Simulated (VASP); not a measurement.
# C (C2/m) in VASP: further runs, part 2 of 2

VASP 6.6.1.

## (3) Single point, PBE+D3(BJ) (atoms displaced along a vibrational mode)

Input file INCAR:

```
SYSTEM = C
  ALGO = Normal
  EDIFF = 1E-6
  ENCUT = 520
  GGA = PE
  ISIF = 2
  ISMEAR = 0
  IVDW = 12
  LASPH = .TRUE.
  LCHARG = .FALSE.
  LREAL = .FALSE.
  LWAVE = .FALSE.
  NBANDS = 11
  NELM = 100
  PREC = Accurate
  SIGMA = 0.05
```

Input file KPOINTS:

```
k-points
0
G
  15 15 15
  0 0 0
```

Input file POSCAR:

```
C
1.0
    1.2324984681      0.7115833223      3.3613878357
   -1.2324984681      0.7115833223      3.3613878357
    0.0000000000     -1.4231666447      3.3613878357
C
2
Direct
    0.1795295891      0.1795295891      0.1689897131
    0.8204704109      0.8204704109      0.8310102869
```

Potentials or basis: VASP PAW PBE potentials, release 64 (C).

Launch:

```bash
> cat potpaw_PBE.64/C/POTCAR > POTCAR
> mpirun -np 1 vasp_std > vasp.out
```

OUTCAR:

```text
SYSTEM = C
   EDIFF = 1E-6
   ENCUT = 520
   GGA = PE
   ISIF = 2
   ISMEAR = 0
   IVDW = 12
   LASPH = .TRUE.
   LREAL = .FALSE.
   NELM = 100
   PREC = Accurate
 IVDW          = 12

 ion  position               nearest neighbor table
   1  0.180  0.180  0.169-   2 1.42   2 1.42   2 1.47
   2  0.820  0.820  0.831-   1 1.42   1 1.42   1 1.47

  LATTYP: Found a trigonal (rhomboedric) cell.
 ALAT       =     3.6502508791
 COS(alpha) =     0.7719881893

  Lattice vectors:

 A1 = (   1.2324984681,   0.7115833223,   3.3613878357)
 A2 = (  -1.2324984681,   0.7115833223,   3.3613878357)
 A3 = (   0.0000000000,  -1.4231666447,   3.3613878357)

Analysis of symmetry for initial positions (statically):
=====================================================================
 Subroutine PRICEL returns:
 Original cell was already a primitive cell.

 Routine SETGRP: Setting up the symmetry group for a
 trigonal (rhombohedral) supercell.

 Subroutine GETGRP returns: Found  4 space group operations
 (whereof  4 operations were pure point group operations)
 out of a pool of 12 trial point group operations.

The static configuration has the point symmetry C_2h.

Analysis of symmetry for dynamics (positions and initial velocities):
=====================================================================
 Subroutine PRICEL returns:
 Original cell was already a primitive cell.

 Routine SETGRP: Setting up the symmetry group for a
 trigonal (rhombohedral) supercell.

 Subroutine GETGRP returns: Found  4 space group operations
 (whereof  4 operations were pure point group operations)
 out of a pool of 12 trial point group operations.

The dynamic configuration has the point symmetry C_2h.

 Subroutine INISYM returns: Found  4 space group operations
 (whereof  4 operations are pure point group operations),
 and found     1 'primitive' translations

----------------------------------------------------------------------------------------

                                     Primitive cell

  volume of cell :      17.6881

  direct lattice vectors                    reciprocal lattice vectors
     1.232498468  0.711583322  3.361387836     0.405680017  0.234219467  0.099165389
    -1.232498468  0.711583322  3.361387836    -0.405680017  0.234219467  0.099165389
     0.000000000 -1.423166645  3.361387836     0.000000000 -0.468438935  0.099165389

  length of vectors
     3.650250879  3.650250879  3.650250879     0.478820227  0.478820227  0.478820227

  position of ions in fractional coordinates (direct lattice)
     0.179529589  0.179529589  0.168989713
     0.820470411  0.820470411  0.831010287

  ion indices of the primitive-cell ions
   primitive index   ion index
                 1           1
                 2           2

----------------------------------------------------------------------------------------

 KPOINTS: k-points

Automatic generation of k-mesh.
 Grid dimensions read from file:
 generate k-points for:   15   15   15

 Generating k-lattice:

[... 21 lines left out ...]
  0.133333  0.000000  0.000000      4.000000
  0.000000  0.000000  0.133333      2.000000
  0.200000  0.000000 -0.000000      4.000000
[... 16 lines left out ...]
  0.066667  0.000000  0.200000      4.000000
  0.266667  0.066667  0.000000      4.000000
 [... further k-points ...]
   k-points           NKPTS =    904   k-points in BZ     NKDIM =    904   number of bands    NBANDS=     11
   number of dos      NEDOS =    301   number of ions     NIONS =      2
   total plane-waves  NPLWV =  21952
   dimension x,y,z NGX =    28 NGY =   28 NGZ =   28
   dimension x,y,z NGXF=    56 NGYF=   56 NGZF=   56
   ions per type =               2
   NGX,Y,Z   is equivalent  to a cutoff of  12.75, 12.75, 12.75 a.u.
   NGXF,Y,Z  is equivalent  to a cutoff of  25.50, 25.50, 25.50 a.u.
 SYSTEM =  C
   PREC   = accura    normal or accurate (medium, high low for compatibility)
   ISTART =      0    job   : 0-new  1-cont  2-samecut
   ICHARG =      2    charge: 1-file 2-atom 10-const
   ISPIN  =      1    spin polarized calculation?
   LNONCOLLINEAR =      F non collinear calculations
   LSORBIT =      F    spin-orbit coupling
   LASPH  =      T    aspherical Exc in radial PAW
   ENCUT  =  520.0 eV  38.22 Ry    6.18 a.u.   6.79  6.79  6.79*2*pi/ulx,y,z
   NELM   =    100;   NELMIN=  2; NELMDL= -5     # of ELM steps
   EDIFF  = 0.1E-05   stopping-criterion for ELM
   LREAL  =      F    real-space projection
   EDIFFG = 0.1E-04   stopping-criterion for IOM
   NSW    =      0    number of steps for IOM
   IBRION =     -1    ionic relax: 0-MD 1-quasi-New 2-CG
   NFREE  =      0    steps in history (QN), initial steepest desc. (CG)
   ISIF   =      2    stress and relaxation
   ISYM   =      2    0-nonsym 1-usesym 2-fastsym
   POTIM  = 0.5000    time-step for ionic-motion
   TEBEG  =    0.0;   TEEND  =   0.0 temperature during run
   PSTRESS=    0.0 pullay stress
   NELECT =       8.0000    total number of electrons
   NUPDOWN=      -1.0000    fix difference up-down
   EMIN   =  10.00;   EMAX   =-10.00  energy-range for DOS
   EFERMI =   0.00;   METHOD = LEGACY
   ISMEAR =     0;   SIGMA  =   0.05  broadening in eV -4-tet -1-fermi 0-gaus
   EFERMI_NEDOS =   21; number of points for ismear=-14 and -15
   IALGO  =     38    algorithm
   IMIX   =      4    mixing-type and parameters
     AMIX     =   0.40;   BMIX     =  1.00
     AMIX_MAG =   1.60;   BMIX_MAG =  1.00
  volume/ion in A,a.u.               =       8.84        59.68
  Fermi-wavevector in a.u.,A,eV,Ry     =   1.256640  2.374705 21.485554  1.579144
  Thomas-Fermi vector in A             =   2.390338
   LORBIT       =      0    0 simple, 1 ext, 2 COOP (PROOUT), +10 PAW based schemes
   GGA     = PE    functional components
   LHFCALC =     F    Hartree Fock is set to
   AEXX    =    0.0000 exact exchange contribution
   IVDW    =    12    specifies the selected vdW correction
   LEPSILON=     F    determine dielectric tensor
   LRPA    =     F    only Hartree local field effects (RPA)
 non-spin polarized calculation
 Gauss-broadening in eV      SIGMA  =   0.05
  energy-cutoff  :      520.00
  volume of cell :       17.69
 maximum number of plane-waves:       490
   NGX = 13   NGY = 13   NGZ = 13

 number of electron       8.0000000 magnetization

 Free energy of the ion-electron system (eV)
  ---------------------------------------------------
  ext. energy  EPLUGINS =         0.00000000
  ---------------------------------------------------
  free energy    TOTEN  =       -18.10182654 eV

  energy without entropy =      -18.10181479  energy(sigma->0) =      -18.10182066

 E-fermi :   4.5596     XC(G=0): -10.3631

 val. band max:        4.4922345925   @ k =   0.2000  -0.1333  -0.4667
 cond. band min:       4.6270042837   @ k =   0.2000  -0.1333  -0.4667
 fundamental gap:      0.1347696912
 Fermi energy:         4.5596168326

 k-point     1 :       0.0000    0.0000    0.0000
  band No.  band energies     occupation
      1     -14.9051      2.00000
      2      -1.7698      2.00000
      3       1.5244      2.00000
      4       2.4023      2.00000
      5       8.1508      0.00000
      6      12.4593      0.00000
      7      13.6180      0.00000
      8      16.6222      0.00000
      9      17.1841      0.00000
     10      27.4825      0.00000
     11      30.1571      0.00000
[... 309 lines left out ...]
 k-point    24 :       0.2667    0.0667    0.0000
  band No.  band energies     occupation
      1     -13.4977      2.00000
      2      -2.2274      2.00000
      3      -0.5207      2.00000
      4      -0.0737      2.00000
      5       9.6372      0.00000
      6      13.2275      0.00000
      7      13.6317      0.00000
      8      16.8177      0.00000
      9      20.0699      0.00000
     10      23.2720      0.00000
     11      27.3126      0.00000

 [... further k-points ...]

------------------------ aborting loop because EDIFF is reached ----------------------------------------

 Edisp (eV)   -0.31245

 E8    (eV) :    -0.0886

  FORCE on cell =-STRESS in cart. coord.  units (eV):
  Direction    XX          YY          ZZ          XY          YZ          ZX
  --------------------------------------------------------------------------------------
  -------------------------------------------------------------------------------------
  Total       0.36036    -0.15581    -0.58537     0.00000    -0.27165     0.00000
  in kB      32.64097   -14.11325   -53.02205     0.00000   -24.60588     0.00000
  external pressure =      -11.50 kB  Pullay stress =        0.00 kB

 VOLUME and BASIS-vectors are now :
 -----------------------------------------------------------------------------
  energy-cutoff  :      520.00
  volume of cell :       17.69
      direct lattice vectors                 reciprocal lattice vectors
     1.232498468  0.711583322  3.361387836     0.405680017  0.234219467  0.099165389
    -1.232498468  0.711583322  3.361387836    -0.405680017  0.234219467  0.099165389
     0.000000000 -1.423166645  3.361387836     0.000000000 -0.468438935  0.099165389

 POSITION                                       TOTAL-FORCE (eV/Angst)
 -----------------------------------------------------------------------------------
      0.00000      0.01500      1.77498         0.000000     -1.437637     -3.143090
      0.00000     -0.01500      8.30919         0.000000      1.437637      3.143090
 -----------------------------------------------------------------------------------
    total drift:                                0.000000     -0.000000      0.000000

  FREE ENERGIE OF THE ION-ELECTRON SYSTEM (eV)
  ---------------------------------------------------
  free  energy   TOTEN  =       -18.4142750957 eV

  energy  without entropy=      -18.4142633446  energy(sigma->0) =      -18.41426922
```

It took 5.7 min on 1 thread of Intel Xeon 8259CL, shared host; peak memory 0.28 GiB.

Results:

| Property | Result |
| --- | --- |
| Free energy | -18.4143 eV |
| Pressure | -1.1 GPa |
| Largest force | 3.456 eV/Å |
| Dispersion energy per atom | -0.156 eV |

Forces in eV/Å, atoms in the order of the input:
```
C    0.000 -1.438 -3.143
C    0.000  1.438  3.143
```

Stress tensor (GPa, compression positive):
```
 3.26  0.00  0.00
 0.00 -1.41 -2.46
 0.00 -2.46 -5.30
```

Caveat: the cell differs from its parent crystal (atoms displaced along a vibrational mode); forces of over 1 eV/Å act on the atoms, so gaps and moduli don't describe the material at rest.

## (4) Single point, PBE+D3(BJ) (atoms displaced along a vibrational mode)

Input file INCAR:

```
  PREC = Accurate
  ENCUT = 520
  EDIFF = 1E-7
  ISMEAR = 0
  SIGMA = 0.05
  LREAL = F
  LASPH = T
  NELM = 60
  ALGO = Normal
  ISIF = 2
  LWAVE = F
  LCHARG = T
  GGA = PE
  IVDW = 12
  LELF = T
  LVHAR = T
  NBANDS = 11
```

Input file KPOINTS:

```
Automatic mesh
0
Gamma
  15 15 15
```

Input file POSCAR:

```
C
1.0
    1.2324984681      0.7115833223      3.3613878357
   -1.2324984681      0.7115833223      3.3613878357
    0.0000000000     -1.4231666447      3.3613878357
C
2
Direct
    0.1759723888      0.1759723888      0.1548926368
    0.8240276112      0.8240276112      0.8451073632
```

Launch:

```bash
> cat potpaw_PBE.64/C/POTCAR > POTCAR
> mpirun -np 1 vasp_std > vasp.out
```

Wall time 5.4 min (1 thread of Intel Xeon 8259CL, shared host); peak memory 0.28 GiB.

The run converged. Its results:

| Property | Result |
| --- | --- |
| Free energy | -18.6252 eV |
| Pressure | 1.8 GPa |
| Largest force | 3.059 eV/Å |
| Dispersion energy per atom | -0.156 eV |

Forces on the atoms (eV/Å):
```
C    0.000 -2.963 -0.759
C    0.000  2.963  0.759
```

Stress tensor (GPa, compression positive):
```
 8.52  0.00  0.00
 0.00 -2.79 -1.20
 0.00 -1.20 -0.19
```

Caveat: the cell differs from its parent crystal (atoms displaced along a vibrational mode); forces of over 1 eV/Å act on the atoms, so gaps and moduli don't describe the material at rest.

## (5) Overview

```csv
cell,pressure (GPa),largest force (eV/Å)
"as given, atomic positions A",4.7,5.71
"as given, atomic positions B",-1.1,3.46
"as given, atomic positions C",1.8,3.06
```

Alike in all rows: task single point; level PBE+D3(BJ); potentials or basis VASP PAW PBE potentials, release 64 (C); no spin polarisation; k mesh 15 × 15 × 15; cutoff (eV) 520; smearing gaussian 0.05 eV.

Caveats: forces of over 1 eV/Å act on the atoms, so gaps and moduli don't describe the material at rest; the cell stands under pressure (at least some runs).

Total energies depend on the potentials used, so only differences within one code and one set of settings carry meaning.
